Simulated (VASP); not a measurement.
# Pd (R-3m) in VASP: notebook

Runs on Pd. Level: PBEsol. Tasks: single point.

Everything below comes from runs of VASP 6.6.1. Logs are shortened: lines on timing, memory, paths and dates and some standing lists are left out, and cuts for length are marked.

## 1. The cell of the first run

It takes space group R-3m (No. 166, trigonal). The conventional cell has a = 2.183 Å, b = 2.183 Å, c = 10.695 Å, α = 90.00°, β = 90.00°, γ = 120.00°. Within 2.9 Å of Pd (site symmetry -3m) lie 6 Pd at 2.18 Å.

## 2. Single point, PBEsol

INCAR

```
SYSTEM = Pd
PREC = Accurate
ENCUT = 520
EDIFF = 1E-6
ISMEAR = 0
SIGMA = 0.15
LREAL = .FALSE.
LASPH = .TRUE.
NELM = 100
ALGO = Fast
ISIF = 2
LWAVE = .FALSE.
LCHARG = .FALSE.
GGA = PS
NBANDS = 11
```

KPOINTS

```
Automatic mesh
0
G
  24 24 24
  0 0 0
```

POSCAR

```
Pd
1.0
    1.0291121020      2.5727802550      2.5727802550
    2.5727802550      1.0291121020      2.5727802550
    2.5727802550      2.5727802550      1.0291121020
Pd
1
Direct
    0.0000000000      0.0000000000      0.0000000000
```

Potentials or basis: VASP PAW PBE potentials, release 64 (Pd).

Command:

```sh
$ cat potpaw_PBE.64/Pd/POTCAR > POTCAR
$ mpirun -np 1 vasp_std > vasp.out
```

OUTCAR:

```text
SYSTEM = Pd
   PREC = Accurate
   ENCUT = 520
   EDIFF = 1E-6
   ISMEAR = 0
   LREAL = .FALSE.
   LASPH = .TRUE.
   NELM = 100
   ISIF = 2
   GGA = PS

 ion  position               nearest neighbor table
   1  0.000  0.000  0.000-

  LATTYP: Found a trigonal (rhomboedric) cell.
 ALAT       =     3.7811993070
 COS(alpha) =     0.8333333333

  Lattice vectors:

 A1 = (   1.0291121020,   2.5727802550,   2.5727802550)
 A2 = (   2.5727802550,   1.0291121020,   2.5727802550)
 A3 = (   2.5727802550,   2.5727802550,   1.0291121020)

Analysis of symmetry for initial positions (statically):
=====================================================================
 Subroutine PRICEL returns:
 Original cell was already a primitive cell.

 Routine SETGRP: Setting up the symmetry group for a
 trigonal (rhombohedral) supercell.

 Subroutine GETGRP returns: Found 12 space group operations
 (whereof 12 operations were pure point group operations)
 out of a pool of 12 trial point group operations.

The static configuration has the point symmetry D_3d.

Analysis of symmetry for dynamics (positions and initial velocities):
=====================================================================
 Subroutine PRICEL returns:
 Original cell was already a primitive cell.

 Routine SETGRP: Setting up the symmetry group for a
 trigonal (rhombohedral) supercell.

 Subroutine GETGRP returns: Found 12 space group operations
 (whereof 12 operations were pure point group operations)
 out of a pool of 12 trial point group operations.

The dynamic configuration has the point symmetry D_3d.

 Subroutine INISYM returns: Found 12 space group operations
 (whereof 12 operations are pure point group operations),
 and found     1 'primitive' translations

----------------------------------------------------------------------------------------

                                     Primitive cell

  volume of cell :      14.7137

  direct lattice vectors                    reciprocal lattice vectors
     1.029112102  2.572780255  2.572780255    -0.377887781  0.269919844  0.269919844
     2.572780255  1.029112102  2.572780255     0.269919844 -0.377887781  0.269919844
     2.572780255  2.572780255  1.029112102     0.269919844  0.269919844 -0.377887781

  length of vectors
     3.781199307  3.781199307  3.781199307     0.537133707  0.537133707  0.537133707

  position of ions in fractional coordinates (direct lattice)
     0.000000000  0.000000000  0.000000000

[... 82 lines left out ...]
   ISYM   =      2    0-nonsym 1-usesym 2-fastsym
   POTIM  = 0.5000    time-step for ionic-motion
   TEBEG  =    0.0;   TEEND  =   0.0 temperature during run
   PSTRESS=    0.0 pullay stress
   NELECT =      10.0000    total number of electrons
   NUPDOWN=      -1.0000    fix difference up-down
   EMIN   =  10.00;   EMAX   =-10.00  energy-range for DOS
   EFERMI =   0.00;   METHOD = LEGACY
   ISMEAR =     0;   SIGMA  =   0.15  broadening in eV -4-tet -1-fermi 0-gaus
   EFERMI_NEDOS =   21; number of points for ismear=-14 and -15
   IALGO  =     68    algorithm
   IMIX   =      4    mixing-type and parameters
     AMIX     =   0.40;   BMIX     =  1.00
     AMIX_MAG =   1.60;   BMIX_MAG =  1.00
  volume/ion in A,a.u.               =      14.71        99.29
  Fermi-wavevector in a.u.,A,eV,Ry     =   1.439354  2.719984 28.187725  2.071739
  Thomas-Fermi vector in A             =   2.558219
   LORBIT       =      0    0 simple, 1 ext, 2 COOP (PROOUT), +10 PAW based schemes
   GGA     = PS    functional components
   LHFCALC =     F    Hartree Fock is set to
   AEXX    =    0.0000 exact exchange contribution
   IVDW    =     0    specifies the selected vdW correction
   LEPSILON=     F    determine dielectric tensor
   LRPA    =     F    only Hartree local field effects (RPA)
 non-spin polarized calculation
 RMM-DIIS sequential band-by-band and
 Gauss-broadening in eV      SIGMA  =   0.15
  energy-cutoff  :      520.00
  volume of cell :       14.71
 maximum number of plane-waves:       407
   NGX = 15   NGY = 15   NGZ = 15

 number of electron      10.0000000 magnetization

 number of electron       9.9999999 magnetization

 Free energy of the ion-electron system (eV)
  ---------------------------------------------------
  ext. energy  EPLUGINS =         0.00000000
  ---------------------------------------------------
  free energy    TOTEN  =        -2.14325202 eV

  energy without entropy =       -2.13260091  energy(sigma->0) =       -2.13792647

 E-fermi :  10.0733     XC(G=0): -12.8018

 val. band max:       10.0730706700   @ k =  -0.1250  -0.1250   0.0417
 cond. band min:      10.0743693395   @ k =   0.2500   0.2500   0.2083
 fundamental gap:      0.0012986695
 Fermi energy:        10.0733243302

 k-point     1 :       0.0000    0.0000    0.0000
  band No.  band energies     occupation
      1       1.1541      2.00000
      2       4.3389      2.00000
      3       4.9274      2.00000
      4       4.9274      2.00000
      5      10.4671      0.00021
      6      10.4671      0.00021
      7      15.1013      0.00000
      8      23.5509      0.00000
      9      29.6857      0.00000
     10      34.9386      0.00000
     11      39.6502      0.00000
[... 309 lines left out ...]
 k-point    24 :       0.4583    0.0417   -0.0000
  band No.  band energies     occupation
      1       0.2184      2.00000
      2       3.3415      2.00000
      3       8.4787      2.00000
      4       8.8939      2.00000
      5      11.5842      0.00000
      6      14.2005      0.00000
      7      22.1453      0.00000
      8      23.1020      0.00000
      9      28.3059      0.00000
     10      31.9234      0.00000
     11      35.7578      0.00000

 [... further k-points ...]

------------------------ aborting loop because EDIFF is reached ----------------------------------------

  FORCE on cell =-STRESS in cart. coord.  units (eV):
  Direction    XX          YY          ZZ          XY          YZ          ZX
  --------------------------------------------------------------------------------------
  -------------------------------------------------------------------------------------
  Total       13.3987327     13.3987327     13.3987327     -6.9453525     -6.9453525     -6.9453525
  in kB     1458.9905605   1458.9905605   1458.9905605   -756.2807529   -756.2807529   -756.2807529
  external PRESSURE =    1458.9905605 kB  Pullay stress =       0.0000000 kB

 VOLUME and BASIS-vectors are now :
 -----------------------------------------------------------------------------
  energy-cutoff  :      520.00
  volume of cell :       14.71
      direct lattice vectors                 reciprocal lattice vectors
     1.029112102  2.572780255  2.572780255    -0.377887781  0.269919844  0.269919844
     2.572780255  1.029112102  2.572780255     0.269919844 -0.377887781  0.269919844
     2.572780255  2.572780255  1.029112102     0.269919844  0.269919844 -0.377887781

 POSITION                                       TOTAL-FORCE (eV/Angst)
 -----------------------------------------------------------------------------------
      0.00000      0.00000      0.00000         0.000000      0.000000     -0.000000
 -----------------------------------------------------------------------------------
    total drift:                               -0.000000     -0.000000     -0.000000

  FREE ENERGIE OF THE ION-ELECTRON SYSTEM (eV)
  ---------------------------------------------------
  free  energy   TOTEN  =        -2.1432520212 eV

  energy  without entropy=       -2.1326009113  energy(sigma->0) =       -2.13792647
```

OSZICAR:

```text
N       E                     dE             d eps       ncg     rms          rms(c)
DAV:   1     0.496802939044E+02    0.49680E+02   -0.52734E+03 28990   0.856E+02
DAV:   2    -0.186748801051E+01   -0.51548E+02   -0.50103E+02 31926   0.194E+02
DAV:   3    -0.244365837705E+01   -0.57617E+00   -0.57509E+00 36449   0.227E+01
DAV:   4    -0.244699381843E+01   -0.33354E-02   -0.33350E-02 36123   0.163E+00
DAV:   5    -0.244703718753E+01   -0.43369E-04   -0.43369E-04 39297   0.169E-01    0.222E+01
RMM:   6    -0.222444358877E+01    0.22259E+00   -0.91370E-02 31972   0.291E+00    0.132E+01
RMM:   7    -0.214500663010E+01    0.79437E-01   -0.16756E-02 35914   0.139E+00    0.180E+00
RMM:   8    -0.214321852354E+01    0.17881E-02   -0.32263E-03 37800   0.546E-01    0.121E-01
RMM:   9    -0.214323844793E+01   -0.19924E-04   -0.53446E-04 39890   0.155E-01    0.447E-02
RMM:  10    -0.214324859960E+01   -0.10152E-04   -0.10926E-04 39188   0.680E-02    0.259E-02
RMM:  11    -0.214325187286E+01   -0.32733E-05   -0.34349E-05 37187   0.286E-02    0.148E-02
RMM:  12    -0.214325202120E+01   -0.14834E-06   -0.42261E-06 31160   0.119E-02
   1 F= -.21432520E+01 E0= -.21379265E+01  d E =-.106511E-01
```

It took 2.7 min on 1 thread of Intel Xeon 6975P-C (Granite Rapids), shared host; peak memory 0.34 GiB.

Results:

* Free energy: -2.1433 eV
* Pressure: 145.9 GPa
* Band gap on the k mesh: zero (band 5 reaches 12.61 eV, above the bottom of band 6 at 9.34 eV)

Caveat: the PAW data sets were made with another functional, which shifts forces and pressure a little.

## 3. Single point, PBEsol

This run uses another cell than the first one, of the same volume but with other edges.

INCAR

```
PREC     = Accurate       # precision mode
ENCUT    = 520            # plane-wave cutoff, eV
EDIFF    = 1E-6           # SCF threshold, eV
ISMEAR   = 0              # smearing method
SIGMA    = 0.15           # smearing width, eV
LREAL    = F              # projectors in reciprocal space
LASPH    = T              # aspherical terms in the spheres
NELM     = 80             # most SCF steps
ALGO     = Fast           # electronic algorithm
ISIF     = 2              # what is computed and relaxed
LWAVE    = F              # write WAVECAR
LCHARG   = F              # write CHGCAR
GGA      = PS             # functional
NBANDS   = 11             # bands
```

KPOINTS

```
Automatic mesh
0
Gamma
  24 24 24
```

POSCAR

```
Pd
1.0
   -0.4214873702      1.7586197170      1.7586197170
    1.7586197170     -0.4214873702      1.7586197170
    1.7586197170      1.7586197170     -0.4214873702
Pd
1
Direct
    0.0000000000      0.0000000000      0.0000000000
```

Potentials or basis: VASP PAW PBE potentials, release 64 (Pd).

Command:

```sh
$ cat potpaw_PBE.64/Pd/POTCAR > POTCAR
$ mpirun -np 1 vasp_std > vasp.out
```

OUTCAR:

```text
PREC = Accurate
   ENCUT = 520
   EDIFF = 1E-6
   ISMEAR = 0
   LREAL = F
   LASPH = T
   NELM = 80
   ISIF = 2
   GGA = PS

 ion  position               nearest neighbor table
   1  0.000  0.000  0.000-

  LATTYP: Found a trigonal (rhomboedric) cell.
 ALAT       =     2.5225261587
 COS(alpha) =     0.2530624440

  Lattice vectors:

 A1 = (  -0.4214873702,   1.7586197170,   1.7586197170)
 A2 = (   1.7586197170,  -0.4214873702,   1.7586197170)
[... 517 lines left out ...]
     10      34.9843      0.00000
     11      36.5747      0.00000

 [... further k-points ...]

------------------------ aborting loop because EDIFF is reached ----------------------------------------

  FORCE on cell =-STRESS in cart. coord.  units (eV):
  Direction    XX          YY          ZZ          XY          YZ          ZX
  --------------------------------------------------------------------------------------
  -------------------------------------------------------------------------------------
  Total        1.3606254      1.3606254      1.3606254      0.9310908      0.9310908      0.9310908
  in kB      148.1587625    148.1587625    148.1587625    101.3866568    101.3866568    101.3866568
  external PRESSURE =     148.1587625 kB  Pullay stress =       0.0000000 kB

 VOLUME and BASIS-vectors are now :
 -----------------------------------------------------------------------------
  energy-cutoff  :      520.00
  volume of cell :       14.71
      direct lattice vectors                 reciprocal lattice vectors
    -0.421487370  1.758619717  1.758619717    -0.198120948  0.260572116  0.260572116
     1.758619717 -0.421487370  1.758619717     0.260572116 -0.198120948  0.260572116
     1.758619717  1.758619717 -0.421487370     0.260572116  0.260572116 -0.198120948

 POSITION                                       TOTAL-FORCE (eV/Angst)
 -----------------------------------------------------------------------------------
      0.00000      0.00000      0.00000         0.000000      0.000000      0.000000
 -----------------------------------------------------------------------------------
    total drift:                                0.000000      0.000000      0.000000

  FREE ENERGIE OF THE ION-ELECTRON SYSTEM (eV)
  ---------------------------------------------------
  free  energy   TOTEN  =        -5.5502409756 eV

  energy  without entropy=       -5.5412939150  energy(sigma->0) =       -5.54576745
```

OSZICAR:

```text
N       E                     dE             d eps       ncg     rms          rms(c)
DAV:   1     0.421013411471E+02    0.42101E+02   -0.51960E+03 29078   0.855E+02
DAV:   2    -0.529770371442E+01   -0.47399E+02   -0.45723E+02 32234   0.182E+02
DAV:   3    -0.585409574637E+01   -0.55639E+00   -0.55521E+00 35262   0.214E+01
DAV:   4    -0.585661323210E+01   -0.25175E-02   -0.25172E-02 35111   0.148E+00
DAV:   5    -0.585664061614E+01   -0.27384E-04   -0.27385E-04 38275   0.139E-01    0.914E+00
RMM:   6    -0.556978278896E+01    0.28686E+00   -0.34492E-01 30537   0.544E+00    0.439E+00
RMM:   7    -0.555470118410E+01    0.15082E-01   -0.89277E-03 33719   0.107E+00    0.216E+00
RMM:   8    -0.555024166681E+01    0.44595E-02   -0.20519E-03 36057   0.453E-01    0.943E-02
RMM:   9    -0.555023262903E+01    0.90378E-05   -0.22546E-04 39205   0.122E-01    0.277E-02
RMM:  10    -0.555023914624E+01   -0.65172E-05   -0.57445E-05 38243   0.558E-02    0.113E-02
RMM:  11    -0.555024093686E+01   -0.17906E-05   -0.20122E-05 39411   0.283E-02    0.828E-03
RMM:  12    -0.555024097558E+01   -0.38722E-07   -0.32357E-06 30873   0.126E-02
   1 F= -.55502410E+01 E0= -.55457674E+01  d E =-.894706E-02
```

Run time: 65 s. Hardware: 1 thread of Intel Xeon 6975P-C (Granite Rapids), shared host; peak memory 0.31 GiB.

What came out:

| Property | Result |
| --- | --- |
| Free energy | -5.5502 eV |
| Pressure | 14.8 GPa |
| Band gap on the k mesh | zero (band 5 reaches 11.00 eV, above the bottom of band 6 at 8.00 eV) |

Caveat: the PAW data sets were made with another functional, which shifts forces and pressure a little.

## 4. Single point, PBEsol

This run uses another cell than the first one, of the same volume but with other edges.

INCAR

```
PREC = Accurate
ENCUT = 520
EDIFF = 1E-6
ISMEAR = 0
SIGMA = 0.15
LREAL = F
LASPH = T
NELM = 80
ALGO = Fast
ISIF = 2
LWAVE = F
LCHARG = T
GGA = PS
LELF = T
LVHAR = T
NBANDS = 11
```

KPOINTS is that of step 3.

POSCAR

```
Pd
1.0
    0.4740784015      2.2085115776      2.2085115776
    2.2085115776      0.4740784015      2.2085115776
    2.2085115776      2.2085115776      0.4740784015
Pd
1
Direct
    0.0000000000      0.0000000000      0.0000000000
```

Command:

```sh
$ cat potpaw_PBE.64/Pd/POTCAR > POTCAR
$ mpirun -np 1 vasp_std > vasp.out
```

It took 77 s on 1 thread of Intel Xeon 6975P-C (Granite Rapids), shared host; peak memory 0.32 GiB.

It converged, with:

```
Free energy            : -5.2405 eV
Pressure               : 29.3 GPa
Band gap on the k mesh : zero (band 5 reaches 10.89 eV, above the bottom of band 6 at 8.88 eV)
```

Stress tensor (GPa, compression positive):
```
 29.25 -26.59 -26.59
-26.59  29.25 -26.59
-26.59 -26.59  29.25
```

Levels at points of the mesh, in eV from the Fermi level:
```
           k point  band 1  band 2  band 3  band 4  band 5  band 6  band 7  band 8  band 9  band 10
(0.00, 0.00, 0.00)   -7.42   -4.71   -3.32   -3.32   -0.27   -0.27   11.83   19.84   21.31    26.83
(0.50, 0.00, 0.00)   -6.52   -4.33   -1.35   -1.18    1.12    2.31    9.52   14.11   19.62    22.78
(0.50, 0.50, 0.00)   -6.64   -5.24   -0.56   -0.13    1.13    3.82   10.12   11.45   18.06    19.03
(0.50, 0.50, 0.50)   -6.48   -3.38   -3.38   -1.18    0.03    0.03    2.61   19.05   27.16    27.18
```

Caveat: the PAW data sets were made with another functional, which shifts forces and pressure a little.

## 5. Summary

```tsv
cell	gap on the mesh (eV)	pressure (GPa)
a = 3.781 Å, angles 33.6°, 1 atom	none	145.9
a = 2.523 Å, angles 75.3°, 1 atom	none	14.8
a = 3.159 Å, angles 45.7°, 1 atom	none	29.3
```

Alike in all rows: task single point; level PBEsol; potentials or basis VASP PAW PBE potentials, release 64 (Pd); no spin polarisation; k mesh 24 × 24 × 24; cutoff (eV) 520; smearing gaussian 0.15 eV.

Caveats: the PAW data sets were made with another functional, which shifts forces and pressure a little.

Total energies depend on the potentials used, so only differences within one code and one set of settings carry meaning.
